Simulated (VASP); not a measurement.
# Lu3HfBe4 (Im-3m) in VASP: further runs

Runs on Lu3HfBe4. Level: PBE. Tasks: single point, relaxation of cell and atoms.

Everything below comes from runs of VASP 6.6.1. Logs are shortened: lines on timing, memory, paths and dates and some standing lists are left out, and cuts for length are marked.

### Step 1. The cell of the first run

The structure is cubic, space group Im-3m (No. 229). Conventional cell: a = 6.530 Å, b = 6.530 Å, c = 6.530 Å, α = 90.00°, β = 90.00°, γ = 90.00°. Lu (site symmetry 4/mmm) has 8 Be at 2.83 Å and 4 Lu at 3.27 Å and 2 Hf at 3.27 Å within 3.7 Å. Within 3.7 Å of Hf (site symmetry m-3m) lie 8 Be at 2.83 Å and 6 Lu at 3.27 Å. Within 3.7 Å of Be (site symmetry -3m) lie 6 Lu at 2.83 Å and 2 Hf at 2.83 Å and 6 Be at 3.27 Å.

The cell was generated, and may not be a known phase.

### Step 2. Single point, PBE

INCAR reads:

```
SYSTEM = Lu3HfBe4
ALGO = Fast
EDIFF = 1E-6
ENCUT = 520
GGA = PE
ISIF = 2
ISMEAR = 0
LASPH = .True.
LCHARG = .False.
LREAL = .False.
LWAVE = .False.
NBANDS = 56
NELM = 80
PREC = Accurate
SIGMA = 0.2
```

KPOINTS reads:

```
k-points
0
Gamma
  4 4 4
  0 0 0
```

POSCAR reads:

```
Lu3HfBe4
1.0
   -3.2650612190      3.2650612190      3.2650612190
    3.2650612190     -3.2650612190      3.2650612190
    3.2650612190      3.2650612190     -3.2650612190
Lu Hf Be
3 1 4
Direct
    0.0000000000      0.5000000000      0.5000000000
    0.5000000000      0.0000000000      0.5000000000
    0.5000000000      0.5000000000      0.0000000000
    0.0000000000      0.0000000000      0.0000000000
    0.5000000000      0.5000000000      0.5000000000
    0.0000000000      0.0000000000      0.5000000000
    0.0000000000      0.5000000000      0.0000000000
    0.5000000000      0.0000000000      0.0000000000
```

Potentials or basis: VASP PAW PBE potentials, release 64 (Lu, Hf_pv, Be).

Command:

```sh
cat potpaw_PBE.64/Lu/POTCAR potpaw_PBE.64/Hf_pv/POTCAR potpaw_PBE.64/Be/POTCAR > POTCAR
mpirun -np 1 vasp_std > vasp.out
```

OUTCAR:

```text
SYSTEM = Lu3HfBe4
   EDIFF = 1E-6
   ENCUT = 520
   GGA = PE
   ISIF = 2
   ISMEAR = 0
   LASPH = .True.
   LREAL = .False.
   NELM = 80
   PREC = Accurate

 ion  position               nearest neighbor table
   1  0.000  0.500  0.500-   5 2.83   6 2.83   7 2.83   8 2.83   7 2.83   6 2.83   5 2.83   8 2.83
                             4 3.27   4 3.27   2 3.27   3 3.27   2 3.27   3 3.27
   2  0.500  0.000  0.500-   5 2.83   6 2.83   7 2.83   8 2.83   8 2.83   5 2.83   6 2.83   7 2.83
                             4 3.27   3 3.27   1 3.27   4 3.27   1 3.27   3 3.27
   3  0.500  0.500  0.000-   5 2.83   6 2.83   7 2.83   8 2.83   5 2.83   8 2.83   7 2.83   6 2.83
                             4 3.27   2 3.27   1 3.27   1 3.27   4 3.27   2 3.27
   4  0.000  0.000  0.000-   5 2.83   6 2.83   7 2.83   8 2.83   6 2.83   7 2.83   8 2.83   5 2.83
                             3 3.27   1 3.27   1 3.27   2 3.27   3 3.27   2 3.27
   5  0.500  0.500  0.500-   1 2.83   2 2.83   3 2.83   4 2.83   3 2.83   2 2.83   1 2.83   4 2.83

   6  0.000  0.000  0.500-   1 2.83   2 2.83   3 2.83   4 2.83   4 2.83   1 2.83   2 2.83   3 2.83

   7  0.000  0.500  0.000-   1 2.83   2 2.83   3 2.83   4 2.83   1 2.83   4 2.83   3 2.83   2 2.83

   8  0.500  0.000  0.000-   1 2.83   2 2.83   3 2.83   4 2.83   2 2.83   3 2.83   4 2.83   1 2.83

  LATTYP: Found a body centered cubic cell.
 ALAT       =     6.5301224380

  Lattice vectors:

 A1 = (  -3.2650612190,   3.2650612190,   3.2650612190)
 A2 = (   3.2650612190,  -3.2650612190,   3.2650612190)
 A3 = (   3.2650612190,   3.2650612190,  -3.2650612190)

Analysis of symmetry for initial positions (statically):
=====================================================================
 Subroutine PRICEL returns:
 Original cell was already a primitive cell.

 Routine SETGRP: Setting up the symmetry group for a
 body centered cubic supercell.

 Subroutine GETGRP returns: Found 48 space group operations
 (whereof 48 operations were pure point group operations)
 out of a pool of 48 trial point group operations.

The static configuration has the point symmetry O_h .

Analysis of symmetry for dynamics (positions and initial velocities):
=====================================================================
 Subroutine PRICEL returns:
 Original cell was already a primitive cell.

 Routine SETGRP: Setting up the symmetry group for a
 body centered cubic supercell.

 Subroutine GETGRP returns: Found 48 space group operations
 (whereof 48 operations were pure point group operations)
 out of a pool of 48 trial point group operations.

The dynamic configuration has the point symmetry O_h .

 Subroutine INISYM returns: Found 48 space group operations
 (whereof 48 operations are pure point group operations),
 and found     1 'primitive' translations

----------------------------------------------------------------------------------------

                                     Primitive cell

  volume of cell :     139.2304

  direct lattice vectors                    reciprocal lattice vectors
    -3.265061219  3.265061219  3.265061219     0.000000000  0.153136485  0.153136485
     3.265061219 -3.265061219  3.265061219     0.153136485  0.000000000  0.153136485
     3.265061219  3.265061219 -3.265061219     0.153136485  0.153136485  0.000000000

  length of vectors
     5.655251921  5.655251921  5.655251921     0.216567695  0.216567695  0.216567695

  position of ions in fractional coordinates (direct lattice)
     0.000000000  0.500000000  0.500000000
     0.500000000  0.000000000  0.500000000
     0.500000000  0.500000000  0.000000000
     0.000000000  0.000000000  0.000000000
     0.500000000  0.500000000  0.500000000
     0.000000000  0.000000000  0.500000000
     0.000000000  0.500000000  0.000000000
     0.500000000  0.000000000  0.000000000

  ion indices of the primitive-cell ions
   primitive index   ion index
                 1           1
                 2           2
                 3           3
                 4           4
                 5           5
                 6           6
                 7           7
                 8           8

----------------------------------------------------------------------------------------

 KPOINTS: k-points

Automatic generation of k-mesh.
 Grid dimensions read from file:
 generate k-points for:    4    4    4

 Generating k-lattice:

  Cartesian coordinates                     Fractional coordinates (reciprocal lattice)
     0.000000000  0.038284121  0.038284121     0.250000000  0.000000000  0.000000000
     0.038284121  0.000000000  0.038284121     0.000000000  0.250000000  0.000000000
     0.038284121  0.038284121  0.000000000     0.000000000  0.000000000  0.250000000

  Length of vectors
     0.054141924  0.054141924  0.054141924

  Shift w.r.t. Gamma in fractional coordinates (k-lattice)
     0.000000000  0.000000000  0.000000000

 Subroutine IBZKPT returns following result:
 ===========================================

 Found      8 irreducible k-points:

 Following reciprocal coordinates:
            Coordinates               Weight
  0.000000  0.000000  0.000000      1.000000
  0.250000  0.000000  0.000000     12.000000
  0.500000  0.000000  0.000000      6.000000
  0.250000  0.250000  0.000000     24.000000
  0.250000  0.250000  0.250000      2.000000
 -0.250000  0.250000  0.250000      6.000000
  0.500000  0.500000  0.250000     12.000000
  0.500000  0.500000  0.500000      1.000000
   k-points           NKPTS =      8   k-points in BZ     NKDIM =      8   number of bands    NBANDS=     56
   number of dos      NEDOS =    301   number of ions     NIONS =      8
   total plane-waves  NPLWV =  74088
   dimension x,y,z NGX =    42 NGY =   42 NGZ =   42
   dimension x,y,z NGXF=    84 NGYF=   84 NGZF=   84
   ions per type =               3   1   4
   NGX,Y,Z   is equivalent  to a cutoff of  12.35, 12.35, 12.35 a.u.
   NGXF,Y,Z  is equivalent  to a cutoff of  24.69, 24.69, 24.69 a.u.
 SYSTEM =  Lu3HfBe4
   PREC   = accura    normal or accurate (medium, high low for compatibility)
   ISTART =      0    job   : 0-new  1-cont  2-samecut
   ICHARG =      2    charge: 1-file 2-atom 10-const
   ISPIN  =      1    spin polarized calculation?
   LNONCOLLINEAR =      F non collinear calculations
   LSORBIT =      F    spin-orbit coupling
   LASPH  =      T    aspherical Exc in radial PAW
   ENCUT  =  520.0 eV  38.22 Ry    6.18 a.u.  10.52 10.52 10.52*2*pi/ulx,y,z
   NELM   =     80;   NELMIN=  2; NELMDL= -5     # of ELM steps
   EDIFF  = 0.1E-05   stopping-criterion for ELM
   LREAL  =      F    real-space projection
   EDIFFG = 0.1E-04   stopping-criterion for IOM
   NSW    =      0    number of steps for IOM
   IBRION =     -1    ionic relax: 0-MD 1-quasi-New 2-CG
   NFREE  =      0    steps in history (QN), initial steepest desc. (CG)
   ISIF   =      2    stress and relaxation
   ISYM   =      2    0-nonsym 1-usesym 2-fastsym
   POTIM  = 0.5000    time-step for ionic-motion
   TEBEG  =    0.0;   TEEND  =   0.0 temperature during run
   PSTRESS=    0.0 pullay stress
   NELECT =      93.0000    total number of electrons
   NUPDOWN=      -1.0000    fix difference up-down
   EMIN   =  10.00;   EMAX   =-10.00  energy-range for DOS
   EFERMI =   0.00;   METHOD = LEGACY
   ISMEAR =     0;   SIGMA  =   0.20  broadening in eV -4-tet -1-fermi 0-gaus
   EFERMI_NEDOS =   21; number of points for ismear=-14 and -15
   IALGO  =     68    algorithm
   IMIX   =      4    mixing-type and parameters
     AMIX     =   0.40;   BMIX     =  1.00
     AMIX_MAG =   1.60;   BMIX_MAG =  1.00
  volume/ion in A,a.u.               =      17.40       117.45
  Fermi-wavevector in a.u.,A,eV,Ry     =   1.431060  2.704311 27.863814  2.047933
  Thomas-Fermi vector in A             =   2.550838
   LORBIT       =      0    0 simple, 1 ext, 2 COOP (PROOUT), +10 PAW based schemes
   GGA     = PE    functional components
   LHFCALC =     F    Hartree Fock is set to
   AEXX    =    0.0000 exact exchange contribution
   IVDW    =     0    specifies the selected vdW correction
   LEPSILON=     F    determine dielectric tensor
   LRPA    =     F    only Hartree local field effects (RPA)
 non-spin polarized calculation
 RMM-DIIS sequential band-by-band and
 Gauss-broadening in eV      SIGMA  =   0.20
  energy-cutoff  :      520.00
  volume of cell :      139.23
 maximum number of plane-waves:      3784
   NGX = 21   NGY = 21   NGZ = 21

 number of electron      93.0000044 magnetization

 Free energy of the ion-electron system (eV)
  ---------------------------------------------------
  ext. energy  EPLUGINS =         0.00000000
  ---------------------------------------------------
  free energy    TOTEN  =       -38.11683821 eV

  energy without entropy =      -37.97843406  energy(sigma->0) =      -38.04763614

 E-fermi :   3.3399     XC(G=0): -10.9101

 val. band max:        3.3365727030   @ k =   0.0000   0.0000   0.0000
 cond. band min:       3.5231023452   @ k =   0.2500   0.2500   0.0000
 fundamental gap:      0.1865296422
 Fermi energy:         3.3398764069

 k-point     1 :       0.0000    0.0000    0.0000
  band No.  band energies     occupation
      1     -52.2554      2.00000
      2     -52.2231      2.00000
      3     -52.2231      2.00000
      4     -27.3183      2.00000
      5     -27.3183      2.00000
      6     -27.3183      2.00000
[... 48 lines left out ...]
     55       7.8609      0.00000
     56       7.9280      0.00000

 k-point     2 :       0.2500    0.0000    0.0000
  band No.  band energies     occupation
      1     -52.2512      2.00000
      2     -52.2272      2.00000
      3     -52.2232      2.00000
      4     -27.3182      2.00000
      5     -27.3156      2.00000
      6     -27.3156      2.00000
[... 48 lines left out ...]
     55       6.9004      0.00000
     56       6.9601      0.00000

 k-point     3 :       0.5000    0.0000    0.0000
  band No.  band energies     occupation
      1     -52.2445      2.00000
      2     -52.2339      2.00000
      3     -52.2232      2.00000
      4     -27.3182      2.00000
      5     -27.3128      2.00000
      6     -27.3128      2.00000
[... 48 lines left out ...]
     55       6.4148      0.00000
     56       6.6361      0.00000

 k-point     4 :       0.2500    0.2500    0.0000
  band No.  band energies     occupation
      1     -52.2446      2.00000
      2     -52.2338      2.00000
      3     -52.2233      2.00000
      4     -27.3155      2.00000
      5     -27.3155      2.00000
      6     -27.3128      2.00000
[... 48 lines left out ...]
     55       6.0153      0.00000
     56       6.5476      0.00000

 k-point     5 :       0.2500    0.2500    0.2500
  band No.  band energies     occupation
      1     -52.2339      2.00000
      2     -52.2339      2.00000
      3     -52.2339      2.00000
      4     -27.3128      2.00000
      5     -27.3128      2.00000
      6     -27.3128      2.00000
[... 48 lines left out ...]
     55       6.2234      0.00000
     56       6.3796      0.00000

 k-point     6 :      -0.2500    0.2500    0.2500
  band No.  band energies     occupation
      1     -52.2490      2.00000
      2     -52.2338      2.00000
      3     -52.2189      2.00000
      4     -27.3182      2.00000
      5     -27.3182      2.00000
      6     -27.3129      2.00000
[... 48 lines left out ...]
     55       6.0139      0.00000
     56       7.3300      0.00000

 k-point     7 :       0.5000    0.5000    0.2500
  band No.  band energies     occupation
      1     -52.2445      2.00000
      2     -52.2404      2.00000
      3     -52.2168      2.00000
      4     -27.3182      2.00000
      5     -27.3156      2.00000
      6     -27.3156      2.00000
[... 48 lines left out ...]
     55       6.4496      0.00000
     56       7.1241      0.00000

 k-point     8 :       0.5000    0.5000    0.5000
  band No.  band energies     occupation
      1     -52.2444      2.00000
      2     -52.2444      2.00000
      3     -52.2128      2.00000
      4     -27.3183      2.00000
      5     -27.3183      2.00000
      6     -27.3183      2.00000
[... 48 lines left out ...]
     55       5.5272      0.00000
     56       9.5627      0.00000

------------------------ aborting loop because EDIFF is reached ----------------------------------------

  FORCE on cell =-STRESS in cart. coord.  units (eV):
  Direction    XX          YY          ZZ          XY          YZ          ZX
  --------------------------------------------------------------------------------------
  -------------------------------------------------------------------------------------
  Total       -0.0947773     -0.0947773     -0.0947773     -0.0000000      0.0000000     -0.0000000
  in kB       -1.0906390     -1.0906390     -1.0906390     -0.0000000      0.0000000     -0.0000000
  external PRESSURE =      -1.0906390 kB  Pullay stress =       0.0000000 kB

 VOLUME and BASIS-vectors are now :
 -----------------------------------------------------------------------------
  energy-cutoff  :      520.00
  volume of cell :      139.23
      direct lattice vectors                 reciprocal lattice vectors
    -3.265061219  3.265061219  3.265061219     0.000000000  0.153136485  0.153136485
     3.265061219 -3.265061219  3.265061219     0.153136485  0.000000000  0.153136485
     3.265061219  3.265061219 -3.265061219     0.153136485  0.153136485  0.000000000

 POSITION                                       TOTAL-FORCE (eV/Angst)
 -----------------------------------------------------------------------------------
      3.26506      0.00000      0.00000         0.000000     -0.000000      0.000000
      0.00000      3.26506      0.00000        -0.000000      0.000000     -0.000000
      0.00000      0.00000      3.26506         0.000000      0.000000     -0.000000
      0.00000      0.00000      0.00000         0.000000     -0.000000      0.000000
      1.63253      1.63253      1.63253         0.000000     -0.000000      0.000000
      1.63253      1.63253     -1.63253         0.000000      0.000000     -0.000000
      1.63253     -1.63253      1.63253        -0.000000      0.000000      0.000000
     -1.63253      1.63253      1.63253        -0.000000     -0.000000     -0.000000
 -----------------------------------------------------------------------------------
    total drift:                               -0.000000      0.000000      0.000000

  FREE ENERGIE OF THE ION-ELECTRON SYSTEM (eV)
  ---------------------------------------------------
  free  energy   TOTEN  =       -38.1168382124 eV

  energy  without entropy=      -37.9784340614  energy(sigma->0) =      -38.04763614
```

It took 4.5 min on 1 thread of Oxide Virtual Turin-like, shared host; peak memory 0.27 GiB.

Results:

* Free energy: -38.1168 eV
* Pressure: -0.1 GPa
* Band gap on the k mesh: zero (an odd number of electrons rules out a gap without spin polarisation)

Caveat: spin-orbit coupling is left out, which moves the levels of the heavy elements.

(Continued in part 2 of 2.)

The gap in the log of VASP goes by the Fermi energy; the results here count the filled bands.